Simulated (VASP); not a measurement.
# ZnS (F-43m) in VASP: settings compared

Aim: see how the results for ZnS move with the level of theory and the settings. Levels: HSE06, r2SCAN50. Tasks: single point.

All numbers are computed with VASP 6.6.1; they aren't measurements. Logs are shortened: lines on timing, memory, paths and dates and some standing lists are left out, and cuts for length are marked.

**Experimental background.**

From “Electronic, vibrational, and thermodynamic properties of ZnS (zincblende and rocksalt structure)”, 2009, arxiv:0911.5022, for a bulk crystal of ZnS at 19 K: band gap 3.85 eV (direct).

How close the calculation comes is told below.

## 1. The cell of the first run

Symmetry: F-43m, No. 216, cubic system. Conventional cell: a = 5.440 Å, b = 5.440 Å, c = 5.440 Å, α = 90.00°, β = 90.00°, γ = 90.00°. Zn (site symmetry -43m) has 4 S at 2.36 Å within 3.1 Å. S (site symmetry -43m) has 4 Zn at 2.36 Å within 3.1 Å.

## 2. Single point, HSE06

POSCAR

```
ZnS
1.0
    0.0000000000      2.7198945612      2.7198945612
    2.7198945612      0.0000000000      2.7198945612
    2.7198945612      2.7198945612      0.0000000000
Zn S
1 1
Direct
    0.7500000000      0.7500000000      0.7500000000
    0.0000000000      0.0000000000      0.0000000000
```

INCAR.step1

```
PREC     = Accurate       # precision mode
ENCUT    = 520            # plane-wave cutoff, eV
EDIFF    = 1E-5           # SCF threshold, eV
ISMEAR   = -1             # smearing method
SIGMA    = 0.05           # smearing width, eV
LREAL    = F              # projectors in reciprocal space
LASPH    = T              # aspherical terms in the spheres
NELM     = 100            # most SCF steps
ALGO     = Normal         # electronic algorithm
ISIF     = 2              # what is computed and relaxed
LWAVE    = T              # write WAVECAR
GGA      = PE             # functional
NBANDS   = 16             # bands
```

INCAR.step2

```
PREC     = Accurate       # precision mode
ENCUT    = 520            # plane-wave cutoff, eV
EDIFF    = 1E-7           # SCF threshold, eV
ISMEAR   = -1             # smearing method
SIGMA    = 0.05           # smearing width, eV
LREAL    = F              # projectors in reciprocal space
LASPH    = T              # aspherical terms in the spheres
NELM     = 100            # most SCF steps
ALGO     = Normal         # electronic algorithm
ISIF     = 2              # what is computed and relaxed
LWAVE    = F              # write WAVECAR
LCHARG   = T              # write CHGCAR
GGA      = PE             # functional
LHFCALC  = T              # exact exchange
HFSCREEN = 0.2079         # screening, 1/A
PRECFOCK = Normal       
LELF     = T              # ELF
LVHAR    = T            
ISTART   = 1            
NBANDS   = 16             # bands
```

KPOINTS

```
Automatic mesh
0
Gamma
  5 5 5
```

Potentials or basis: VASP PAW PBE potentials, release 64 (Zn, S).

Launch:

```console
cat potpaw_PBE.64/Zn/POTCAR potpaw_PBE.64/S/POTCAR > POTCAR
cp INCAR.step1 INCAR
mpirun -np 1 vasp_std > vasp.out
cp INCAR.step2 INCAR
mpirun -np 1 vasp_std > vasp.out
```

OUTCAR:

```text
PREC = Accurate
   ENCUT = 520
   EDIFF = 1E-7
   ISMEAR = -1
   LREAL = F
   LASPH = T
   NELM = 100
   ISIF = 2
   GGA = PE
   LHFCALC = T
   HFSCREEN = 0.2079
   PRECFOCK = Normal
   ISTART = 1

 ion  position               nearest neighbor table
   1  0.750  0.750  0.750-   2 2.36   2 2.36   2 2.36   2 2.36
   2  0.000  0.000  0.000-   1 2.36   1 2.36   1 2.36   1 2.36

  LATTYP: Found a face centered cubic cell.
 ALAT       =     5.4397891224

  Lattice vectors:

 A1 = (   0.0000000000,   2.7198945612,   2.7198945612)
 A2 = (   2.7198945612,   0.0000000000,   2.7198945612)
 A3 = (   2.7198945612,   2.7198945612,   0.0000000000)

Analysis of symmetry for initial positions (statically):
=====================================================================
 Subroutine PRICEL returns:
 Original cell was already a primitive cell.

 Routine SETGRP: Setting up the symmetry group for a
 face centered cubic supercell.

 Subroutine GETGRP returns: Found 24 space group operations
 (whereof 24 operations were pure point group operations)
 out of a pool of 48 trial point group operations.

The static configuration has the point symmetry T_d .

Analysis of symmetry for dynamics (positions and initial velocities):
=====================================================================
 Subroutine PRICEL returns:
 Original cell was already a primitive cell.

 Routine SETGRP: Setting up the symmetry group for a
 face centered cubic supercell.

 Subroutine GETGRP returns: Found 24 space group operations
 (whereof 24 operations were pure point group operations)
 out of a pool of 48 trial point group operations.

The dynamic configuration has the point symmetry T_d .

 Subroutine INISYM returns: Found 24 space group operations
 (whereof 24 operations are pure point group operations),
 and found     1 'primitive' translations

----------------------------------------------------------------------------------------

                                     Primitive cell

  volume of cell :      40.2426

  direct lattice vectors                    reciprocal lattice vectors
     0.000000000  2.719894561  2.719894561    -0.183830655  0.183830655  0.183830655
     2.719894561  0.000000000  2.719894561     0.183830655 -0.183830655  0.183830655
     2.719894561  2.719894561  0.000000000     0.183830655  0.183830655 -0.183830655

  length of vectors
     3.846511777  3.846511777  3.846511777     0.318404035  0.318404035  0.318404035

  position of ions in fractional coordinates (direct lattice)
     0.750000000  0.750000000  0.750000000
     0.000000000  0.000000000  0.000000000

  ion indices of the primitive-cell ions
   primitive index   ion index
                 1           1
                 2           2

----------------------------------------------------------------------------------------

 KPOINTS: Automatic mesh

Automatic generation of k-mesh.
 Grid dimensions read from file:
 generate k-points for:    5    5    5

 Generating k-lattice:

  Cartesian coordinates                     Fractional coordinates (reciprocal lattice)
    -0.036766131  0.036766131  0.036766131     0.200000000  0.000000000  0.000000000
     0.036766131 -0.036766131  0.036766131     0.000000000  0.200000000  0.000000000
     0.036766131  0.036766131 -0.036766131     0.000000000  0.000000000  0.200000000

  Length of vectors
     0.063680807  0.063680807  0.063680807

  Shift w.r.t. Gamma in fractional coordinates (k-lattice)
     0.000000000  0.000000000  0.000000000

 Subroutine IBZKPT returns following result:
 ===========================================

 Found     10 irreducible k-points:

 Following reciprocal coordinates:
            Coordinates               Weight
  0.000000  0.000000  0.000000      1.000000
  0.200000  0.000000  0.000000      8.000000
  0.400000  0.000000  0.000000      8.000000
  0.200000  0.200000  0.000000      6.000000
  0.400000  0.200000  0.000000     24.000000
 -0.400000  0.200000  0.000000     24.000000
 -0.200000  0.200000  0.000000     12.000000
  0.400000  0.400000  0.000000      6.000000
 -0.400000  0.400000  0.000000     12.000000
 -0.400000  0.400000  0.200000     24.000000
   k-points           NKPTS =     10   k-points in BZ     NKDIM =    125   number of bands    NBANDS=     16
   number of dos      NEDOS =    301   number of ions     NIONS =      2
   total plane-waves  NPLWV =  27000
   dimension x,y,z NGX =    30 NGY =   30 NGZ =   30
   dimension x,y,z NGXF=    60 NGYF=   60 NGZF=   60
   ions per type =               1   1
   NGX,Y,Z   is equivalent  to a cutoff of  12.97, 12.97, 12.97 a.u.
   NGXF,Y,Z  is equivalent  to a cutoff of  25.93, 25.93, 25.93 a.u.
 SYSTEM =  unknown system
   PREC   = accura    normal or accurate (medium, high low for compatibility)
   ISTART =      1    job   : 0-new  1-cont  2-samecut
   ICHARG =      0    charge: 1-file 2-atom 10-const
   ISPIN  =      1    spin polarized calculation?
   LNONCOLLINEAR =      F non collinear calculations
   LSORBIT =      F    spin-orbit coupling
   LASPH  =      T    aspherical Exc in radial PAW
   ENCUT  =  520.0 eV  38.22 Ry    6.18 a.u.   7.15  7.15  7.15*2*pi/ulx,y,z
   NELM   =    100;   NELMIN=  2; NELMDL=  0     # of ELM steps
   EDIFF  = 0.1E-06   stopping-criterion for ELM
   LREAL  =      F    real-space projection
   EDIFFG = 0.1E-05   stopping-criterion for IOM
   NSW    =      0    number of steps for IOM
   IBRION =     -1    ionic relax: 0-MD 1-quasi-New 2-CG
   NFREE  =      0    steps in history (QN), initial steepest desc. (CG)
   ISIF   =      2    stress and relaxation
   ISYM   =      3    0-nonsym 1-usesym 2-fastsym
   POTIM  = 0.5000    time-step for ionic-motion
   TEBEG  =    0.0;   TEEND  =   0.0 temperature during run
   PSTRESS=    0.0 pullay stress
   NELECT =      18.0000    total number of electrons
   NUPDOWN=      -1.0000    fix difference up-down
   EMIN   =  10.00;   EMAX   =-10.00  energy-range for DOS
   EFERMI =   0.00;   METHOD = LEGACY
   ISMEAR =    -1;   SIGMA  =   0.05  broadening in eV -4-tet -1-fermi 0-gaus
   EFERMI_NEDOS =   21; number of points for ismear=-14 and -15
   IALGO  =     38    algorithm
   IMIX   =      1    mixing-type and parameters
     AMIX     =   0.40;   BMIX     =  1.00
     AMIX_MAG =   1.60;   BMIX_MAG =  1.00
  volume/ion in A,a.u.               =      20.12       135.79
  Fermi-wavevector in a.u.,A,eV,Ry     =   1.251998  2.365933 21.327115  1.567499
  Thomas-Fermi vector in A             =   2.385919
   LORBIT       =      0    0 simple, 1 ext, 2 COOP (PROOUT), +10 PAW based schemes
   GGA     = PE    functional components
   LHFCALC =     T    Hartree Fock is set to
   PRECFOCK=normal    Normal, Fast or Accurate (Low or Medium for compatibility)
   ENCUT4O =  -1.0   cutoff for four orbital integrals eV
   NKREDX  =     1    reduce k-point grid by
   NKREDY  =     1    reduce k-point grid by
   NKREDZ  =     1    reduce k-point grid by
   AEXX    =    0.2500 exact exchange contribution
   HFSCREEN=    0.2079 screening length (either q_TF or 0.3 A-1)
   HFSCREENC=   0.2079 screening length for correlation (either q_TF or 0.3 A-1)
   ENCUTFOCK=  -1.0 apply spherical cutoff to Coloumb kernel
   IVDW    =     0    specifies the selected vdW correction
   LEPSILON=     F    determine dielectric tensor
   LRPA    =     F    only Hartree local field effects (RPA)
 non-spin polarized calculation
  energy-cutoff  :      520.00
  volume of cell :       40.24
 maximum number of plane-waves:      1103
 NGX is ok and might be reduce to    30
  NGX = 24; NGY = 24; NGZ = 24

 number of electron      18.0000009 magnetization

 Free energy of the ion-electron system (eV)
  ---------------------------------------------------
  ext. energy  EPLUGINS =         0.00000000
  ---------------------------------------------------
  free energy    TOTEN  =        -8.36717043 eV

  energy without entropy =       -8.36717043  energy(sigma->0) =       -8.36717043

 E-fermi :   2.2462     XC(G=0):  -7.8975

 val. band max:        1.2074163040   @ k =   0.0000   0.0000   0.0000
 cond. band min:       4.4420929377   @ k =   0.0000   0.0000   0.0000
 fundamental gap:      3.2346766337
 Fermi energy:         2.2462442649

 k-point     1 :       0.0000    0.0000    0.0000
  band No.  band energies     occupation
      1     -12.9702      2.00000
      2      -6.5780      2.00000
      3      -6.5780      2.00000
      4      -6.5780      2.00000
      5      -6.1553      2.00000
      6      -6.1553      2.00000
[... 8 lines left out ...]
     15      14.3658      0.00000
     16      14.4675      0.00000

 k-point     2 :       0.2000    0.0000    0.0000
  band No.  band energies     occupation
      1     -12.6753      2.00000
      2      -6.5353      2.00000
      3      -6.5353      2.00000
      4      -6.5134      2.00000
      5      -6.1565      2.00000
      6      -6.1565      2.00000
[... 8 lines left out ...]
     15      13.4290      0.00000
     16      14.9986      0.00000

 k-point     3 :       0.4000    0.0000    0.0000
  band No.  band energies     occupation
      1     -12.1257      2.00000
      2      -6.4818      2.00000
      3      -6.4818      2.00000
      4      -6.1382      2.00000
      5      -6.1382      2.00000
      6      -6.1260      2.00000
[... 8 lines left out ...]
     15      15.0604      0.00000
     16      15.0604      0.00000

 k-point     4 :       0.2000    0.2000    0.0000
  band No.  band energies     occupation
      1     -12.5769      2.00000
      2      -6.5544      2.00000
      3      -6.4908      2.00000
      4      -6.4908      2.00000
      5      -6.1823      2.00000
      6      -6.1334      2.00000
[... 8 lines left out ...]
     15      14.9071      0.00000
     16      17.4011      0.00000
[... 58 lines left out ...]
 k-point     8 :       0.4000    0.4000    0.0000
  band No.  band energies     occupation
      1     -11.8455      2.00000
      2      -6.4670      2.00000
      3      -6.3199      2.00000
      4      -6.3199      2.00000
      5      -6.0979      2.00000
      6      -6.0250      2.00000
[... 8 lines left out ...]
     15      16.1651      0.00000
     16      18.6208      0.00000

 k-point     9 :      -0.4000    0.4000    0.0000
  band No.  band energies     occupation
      1     -11.7150      2.00000
      2      -6.4409      2.00000
      3      -6.3172      2.00000
      4      -6.2642      2.00000
      5      -6.1157      2.00000
      6      -5.7972      2.00000
[... 8 lines left out ...]
     15      15.6193      0.00000
     16      18.1285      0.00000

 k-point    10 :      -0.4000    0.4000    0.2000
  band No.  band energies     occupation
      1     -11.7894      2.00000
      2      -6.4204      2.00000
      3      -6.3803      2.00000
      4      -6.2296      2.00000
      5      -6.1399      2.00000
      6      -5.8502      2.00000
[... 8 lines left out ...]
     15      16.0004      0.00000
     16      18.3200      0.00000

------------------------ aborting loop because EDIFF is reached ----------------------------------------

  FORCE on cell =-STRESS in cart. coord.  units (eV):
  Direction    XX          YY          ZZ          XY          YZ          ZX
  --------------------------------------------------------------------------------------
  -------------------------------------------------------------------------------------
  Total       -0.1282595     -0.1282595     -0.1282595     -0.0000000      0.0000000     -0.0000000
  in kB       -5.1063873     -5.1063873     -5.1063873     -0.0000000      0.0000000     -0.0000000
  external PRESSURE =      -5.1063873 kB  Pullay stress =       0.0000000 kB

 VOLUME and BASIS-vectors are now :
 -----------------------------------------------------------------------------
  energy-cutoff  :      520.00
  volume of cell :       40.24
      direct lattice vectors                 reciprocal lattice vectors
     0.000000000  2.719894561  2.719894561    -0.183830655  0.183830655  0.183830655
     2.719894561  0.000000000  2.719894561     0.183830655 -0.183830655  0.183830655
     2.719894561  2.719894561  0.000000000     0.183830655  0.183830655 -0.183830655

 POSITION                                       TOTAL-FORCE (eV/Angst)
 -----------------------------------------------------------------------------------
      4.07984      4.07984      4.07984        -0.000000     -0.000000     -0.000000
      0.00000      0.00000      0.00000         0.000000      0.000000      0.000000
 -----------------------------------------------------------------------------------
    total drift:                                0.000015      0.000013      0.000008

  FREE ENERGIE OF THE ION-ELECTRON SYSTEM (eV)
  ---------------------------------------------------
  free  energy   TOTEN  =        -8.3671704290 eV

  energy  without entropy=       -8.3671704290  energy(sigma->0) =       -8.36717043
```

It took 14 min on 1 thread of AMD EPYC 9R45 (Zen 5), shared host; peak memory 0.25 GiB.

Results:

* Free energy: -8.3672 eV
* Pressure: -0.5 GPa
* Band gap on the k mesh: 3.23 eV

Levels at points of the mesh, in eV from the valence-band top:
| k point | band 5 | band 6 | band 7 | band 8 | band 9 | band 10 | band 11 | band 12 | band 13 | band 14 |
| --- | --- | --- | --- | --- | --- | --- | --- | --- | --- | --- |
| (0.00, 0.00, 0.00) | -7.36 | -7.36 | 0.00 | 0.00 | 0.00 | 3.23 | 7.69 | 7.69 | 7.69 | 13.16 |

Caveat: the PAW data sets were made with another functional, which shifts forces and pressure a little.

## 3. Single point, r2SCAN50

This run uses another cell than the first one, of 19.73 Å³/atom.

POSCAR

```
ZnS
1.0
    0.0000000000      2.7020000000      2.7020000000
    2.7020000000      0.0000000000      2.7020000000
    2.7020000000      2.7020000000      0.0000000000
Zn S
1 1
Direct
    0.7500000000      0.7500000000      0.7500000000
    0.0000000000      0.0000000000      0.0000000000
```

INCAR.step1

```
SYSTEM = ZnS
PREC = Accurate
ENCUT = 520
EDIFF = 1E-5
ISMEAR = -1
SIGMA = 0.05
LREAL = .FALSE.
LASPH = .TRUE.
NELM = 60
ALGO = Normal
ISIF = 2
LWAVE = .TRUE.
LCHARG = .FALSE.
NBANDS = 16
GGA = PE
```

INCAR.step2

```
SYSTEM = ZnS
PREC = Accurate
ENCUT = 520
EDIFF = 1E-7
ISMEAR = -1
SIGMA = 0.05
LREAL = .FALSE.
LASPH = .TRUE.
NELM = 60
ALGO = Normal
ISIF = 2
LWAVE = .FALSE.
LCHARG = .FALSE.
METAGGA = R2SCAN
LHFCALC = .TRUE.
AEXX = 0.5
LMIXTAU = .TRUE.
PRECFOCK = Normal
NBANDS = 16
ISTART = 1
```

KPOINTS

```
regular mesh
0
G
  5 5 5
  0 0 0
```

Potentials or basis: VASP PAW PBE potentials, release 64 (Zn, S).

Launch:

```console
cat potpaw_PBE.64/Zn/POTCAR potpaw_PBE.64/S/POTCAR > POTCAR
cp INCAR.step1 INCAR
mpirun -np 1 vasp_std > vasp.out
cp INCAR.step2 INCAR
mpirun -np 1 vasp_std > vasp.out
```

OUTCAR:

```text
SYSTEM = ZnS
   PREC = Accurate
   ENCUT = 520
   EDIFF = 1E-7
   ISMEAR = -1
   LREAL = .FALSE.
   LASPH = .TRUE.
   NELM = 60
   ISIF = 2
   METAGGA = R2SCAN
   LHFCALC = .TRUE.
   AEXX = 0.5
   PRECFOCK = Normal
   ISTART = 1

 ion  position               nearest neighbor table
   1  0.750  0.750  0.750-   2 2.34   2 2.34   2 2.34   2 2.34
   2  0.000  0.000  0.000-   1 2.34   1 2.34   1 2.34   1 2.34

  LATTYP: Found a face centered cubic cell.
 ALAT       =     5.4040000000

[... 368 lines left out ...]

------------------------ aborting loop because EDIFF is reached ----------------------------------------

  FORCE on cell =-STRESS in cart. coord.  units (eV):
  Direction    XX          YY          ZZ          XY          YZ          ZX
  --------------------------------------------------------------------------------------
  -------------------------------------------------------------------------------------
  Total       -0.1504737     -0.1504737     -0.1504737      0.0000000      0.0000000      0.0000000
  in kB       -6.1106184     -6.1106184     -6.1106184      0.0000000      0.0000000      0.0000000
  external PRESSURE =      -6.1106184 kB  Pullay stress =       0.0000000 kB

 VOLUME and BASIS-vectors are now :
 -----------------------------------------------------------------------------
  energy-cutoff  :      520.00
  volume of cell :       39.45
      direct lattice vectors                 reciprocal lattice vectors
     0.000000000  2.702000000  2.702000000    -0.185048113  0.185048113  0.185048113
     2.702000000  0.000000000  2.702000000     0.185048113 -0.185048113  0.185048113
     2.702000000  2.702000000  0.000000000     0.185048113  0.185048113 -0.185048113

 POSITION                                       TOTAL-FORCE (eV/Angst)
 -----------------------------------------------------------------------------------
      4.05300      4.05300      4.05300        -0.000000     -0.000000     -0.000000
      0.00000      0.00000      0.00000         0.000000      0.000000      0.000000
 -----------------------------------------------------------------------------------
    total drift:                                0.000080      0.000031      0.000032

  FREE ENERGIE OF THE ION-ELECTRON SYSTEM (eV)
  ---------------------------------------------------
  free  energy   TOTEN  =       -17.4752015373 eV

  energy  without entropy=      -17.4752015373  energy(sigma->0) =      -17.47520154
```

It took 38 min on 1 thread of Oxide Virtual Turin-like, shared host; peak memory 0.14 GiB.

What came out:

```yaml
Free_energy: -17.4752 eV
Pressure: -0.6 GPa
Band_gap_on_the_k_mesh: 6.10 eV
```

Caveat: the PAW data sets were made with another functional, which shifts forces and pressure a little.

(Continued in part 2 of 2.)
